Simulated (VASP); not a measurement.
# Rh (Fm-3m) in VASP: a series of runs, part 2 of 2

VASP 6.6.1. The steps go on from the part before.

**3. Single point, r2SCAN**

This run uses another cell than the first one, of 13.40 Å³/atom, 0.942 times its volume.

File POSCAR:

```
Rh
1.0
    0.0000000000      1.8851123679      1.8851123679
    1.8851123679      0.0000000000      1.8851123679
    1.8851123679      1.8851123679      0.0000000000
Rh
1
Direct
    0.0000000000      0.0000000000      0.0000000000
```

File INCAR.step1:

```
SYSTEM = Rh
ALGO = Normal
EDIFF = 1E-5
ENCUT = 580
GGA = PE
GGA_COMPAT = .False.
ISMEAR = -1
LASPH = .True.
LCHARG = .False.
LREAL = .False.
LWAVE = .True.
NBANDS = 14
NELM = 120
PREC = Accurate
SIGMA = 0.05
```

File INCAR.step2:

```
SYSTEM = Rh
ALGO = Normal
EDIFF = 1E-6
ENCUT = 580
GGA_COMPAT = .False.
ISIF = 2
ISMEAR = -1
ISTART = 1
LASPH = .True.
LCHARG = .True.
LELF = .True.
LMIXTAU = .True.
LREAL = .False.
LVHAR = .True.
LWAVE = .False.
METAGGA = R2SCAN
NBANDS = 14
NELM = 120
PREC = Accurate
SIGMA = 0.05
```

File KPOINTS:

```
k-points
0
Gamma
  12 12 12
  0 0 0
```

Potentials or basis: VASP PAW PBE potentials, release 64 (Rh_sv_GW).

Started as:

```sh
$ cat potpaw_PBE.64/Rh_sv_GW/POTCAR > POTCAR
$ cp INCAR.step1 INCAR
$ mpirun -np 1 vasp_std > vasp.out
$ cp INCAR.step2 INCAR
$ mpirun -np 1 vasp_std > vasp.out
```

OUTCAR:

```text
SYSTEM = Rh
   EDIFF = 1E-6
   ENCUT = 580
   ISIF = 2
   ISMEAR = -1
   ISTART = 1
   LASPH = .True.
   LREAL = .False.
   METAGGA = R2SCAN
   NELM = 120
   PREC = Accurate

 ion  position               nearest neighbor table
   1  0.000  0.000  0.000-

  LATTYP: Found a face centered cubic cell.
 ALAT       =     3.7702247358

  Lattice vectors:

 A1 = (   0.0000000000,   1.8851123679,   1.8851123679)
 A2 = (   1.8851123679,   0.0000000000,   1.8851123679)
 A3 = (   1.8851123679,   1.8851123679,   0.0000000000)

Analysis of symmetry for initial positions (statically):
[... 33 lines left out ...]
                                     Primitive cell

  volume of cell :      13.3981

  direct lattice vectors                    reciprocal lattice vectors
     0.000000000  1.885112368  1.885112368    -0.265236178  0.265236178  0.265236178
     1.885112368  0.000000000  1.885112368     0.265236178 -0.265236178  0.265236178
     1.885112368  1.885112368  0.000000000     0.265236178  0.265236178 -0.265236178

  length of vectors
     2.665951477  2.665951477  2.665951477     0.459402537  0.459402537  0.459402537

  position of ions in fractional coordinates (direct lattice)
     0.000000000  0.000000000  0.000000000

  ion indices of the primitive-cell ions
   primitive index   ion index
                 1           1

----------------------------------------------------------------------------------------

 KPOINTS: k-points

Automatic generation of k-mesh.
 Grid dimensions read from file:
 generate k-points for:   12   12   12

 Generating k-lattice:

  Cartesian coordinates                     Fractional coordinates (reciprocal lattice)
    -0.022103015  0.022103015  0.022103015     0.083333333  0.000000000  0.000000000
     0.022103015 -0.022103015  0.022103015     0.000000000  0.083333333  0.000000000
     0.022103015  0.022103015 -0.022103015     0.000000000  0.000000000  0.083333333

  Length of vectors
     0.038283545  0.038283545  0.038283545

  Shift w.r.t. Gamma in fractional coordinates (k-lattice)
[... 72 lines left out ...]
     AMIX_MAG =   1.60;   BMIX_MAG =  1.00
  volume/ion in A,a.u.               =      13.40        90.41
  Fermi-wavevector in a.u.,A,eV,Ry     =   1.772327  3.349213 42.737854  3.141144
  Thomas-Fermi vector in A             =   2.838741
   LORBIT       =      0    0 simple, 1 ext, 2 COOP (PROOUT), +10 PAW based schemes
   METAGGA = R2SCAN    functional components
   LHFCALC =     F    Hartree Fock is set to
   AEXX    =    0.0000 exact exchange contribution
   IVDW    =     0    specifies the selected vdW correction
   LEPSILON=     F    determine dielectric tensor
   LRPA    =     F    only Hartree local field effects (RPA)
 non-spin polarized calculation
  energy-cutoff  :      580.00
  volume of cell :       13.40
 maximum number of plane-waves:       444
 NGX is ok and might be reduce to    24
   NGX = 11   NGY = 11   NGZ = 11

 number of electron      17.0000003 magnetization

 Free energy of the ion-electron system (eV)
  ---------------------------------------------------
  ext. energy  EPLUGINS =         0.00000000
  ---------------------------------------------------
  free energy    TOTEN  =       -23.28020893 eV

  energy without entropy =      -23.27224843  energy(sigma->0) =      -23.27622868

 E-fermi :  11.1463     XC(G=0): -15.4756

 val. band max:       11.0805336306   @ k =  -0.3333   0.3333   0.0000
 cond. band min:      11.1577545073   @ k =   0.3333   0.1667   0.0000
 fundamental gap:      0.0772208767
 Fermi energy:        11.1462956677

 k-point     1 :       0.0000    0.0000    0.0000
  band No.  band energies     occupation
      1     -70.1418      2.00000
      2     -36.7309      2.00000
      3     -36.7309      2.00000
      4     -36.7309      2.00000
      5       2.7850      2.00000
      6       7.8281      2.00000
      7       7.8281      2.00000
      8       7.8281      2.00000
      9      10.0114      2.00000
     10      10.0114      2.00000
     11      27.5721      0.00000
     12      33.3613      0.00000
     13      33.3613      0.00000
     14      33.3613      0.00000
[... 377 lines left out ...]
      1     -69.9909      2.00000
      2     -37.5055      2.00000
      3     -37.0038      2.00000
      4     -36.8798      2.00000
      5       5.3624      2.00000
      6       7.0835      2.00000
      7       8.4275      2.00000
      8       8.9520      2.00000
      9      11.4045      0.01137
     10      15.5997      0.00000
     11      20.5914      0.00000
     12      27.9398      0.00000
     13      30.9646      0.00000
     14      32.7709      0.00000

 [... further k-points ...]
[... 5 lines left out ...]
  --------------------------------------------------------------------------------------
  -------------------------------------------------------------------------------------
  Total        0.4382881      0.4382881      0.4382881      0.0000000      0.0000000     -0.0000000
  in kB       52.4117390     52.4117390     52.4117390      0.0000000      0.0000000     -0.0000000
  external PRESSURE =      52.4117390 kB  Pullay stress =       0.0000000 kB

 VOLUME and BASIS-vectors are now :
 -----------------------------------------------------------------------------
  energy-cutoff  :      580.00
  volume of cell :       13.40
      direct lattice vectors                 reciprocal lattice vectors
     0.000000000  1.885112368  1.885112368    -0.265236178  0.265236178  0.265236178
     1.885112368  0.000000000  1.885112368     0.265236178 -0.265236178  0.265236178
     1.885112368  1.885112368  0.000000000     0.265236178  0.265236178 -0.265236178

 POSITION                                       TOTAL-FORCE (eV/Angst)
 -----------------------------------------------------------------------------------
      0.00000      0.00000      0.00000        -0.000000      0.000000     -0.000000
 -----------------------------------------------------------------------------------
    total drift:                               -0.000000      0.000000      0.000000

  FREE ENERGIE OF THE ION-ELECTRON SYSTEM (eV)
  ---------------------------------------------------
  free  energy   TOTEN  =       -23.2802089324 eV

  energy  without entropy=      -23.2722484336  energy(sigma->0) =      -23.27622868
```

OUTCAR.step1:

```text
SYSTEM = Rh
   EDIFF = 1E-5
   ENCUT = 580
   GGA = PE
   ISMEAR = -1
   LASPH = .True.
   LREAL = .False.
[... 624 lines left out ...]
 -----------------------------------------------------------------------------------
      0.00000      0.00000      0.00000         0.000000     -0.000000      0.000000
 -----------------------------------------------------------------------------------
    total drift:                                0.000000      0.000000     -0.000000

  FREE ENERGIE OF THE ION-ELECTRON SYSTEM (eV)
  ---------------------------------------------------
  free  energy   TOTEN  =        -6.3900719433 eV

  energy  without entropy=       -6.3820861659  energy(sigma->0) =       -6.38607905
```

OSZICAR.step1:

```text
N       E                     dE             d eps       ncg     rms          rms(c)
DAV:   1     0.275285461217E+03    0.27529E+03   -0.10409E+04  2050   0.164E+03
DAV:   2     0.711064062028E+01   -0.26817E+03   -0.24513E+03  2028   0.664E+02
DAV:   3    -0.706486227724E+01   -0.14176E+02   -0.13634E+02  2884   0.153E+02
DAV:   4    -0.741336950596E+01   -0.34851E+00   -0.34831E+00  2276   0.268E+01
DAV:   5    -0.743972575057E+01   -0.26356E-01   -0.26356E-01  3434   0.702E+00    0.595E+01
DAV:   6    -0.642942273150E+01    0.10103E+01   -0.20289E+00  3150   0.333E+01    0.256E+01
DAV:   7    -0.639406527358E+01    0.35357E-01   -0.73285E-02  3330   0.386E+00    0.816E+00
DAV:   8    -0.639009221805E+01    0.39731E-02   -0.13292E-02  2478   0.318E+00    0.187E-01
DAV:   9    -0.639007979747E+01    0.12421E-04   -0.28661E-04  3120   0.351E-01    0.985E-02
DAV:  10    -0.639007194330E+01    0.78542E-05   -0.14247E-05  1764   0.678E-02
   1 F= -.63900719E+01 E0= -.63860791E+01  d E =-.798578E-02
```

Wall time 39 s (1 thread of Intel Xeon Platinum 8488C (Sapphire Rapids), shared host); peak memory 0.16 GiB.

What came out:

| Item | Value |
| --- | --- |
| Free energy | -23.2802 eV |
| Pressure | 5.2 GPa |

Caveat: the PAW data sets were made with another functional, which shifts forces and pressure a little.
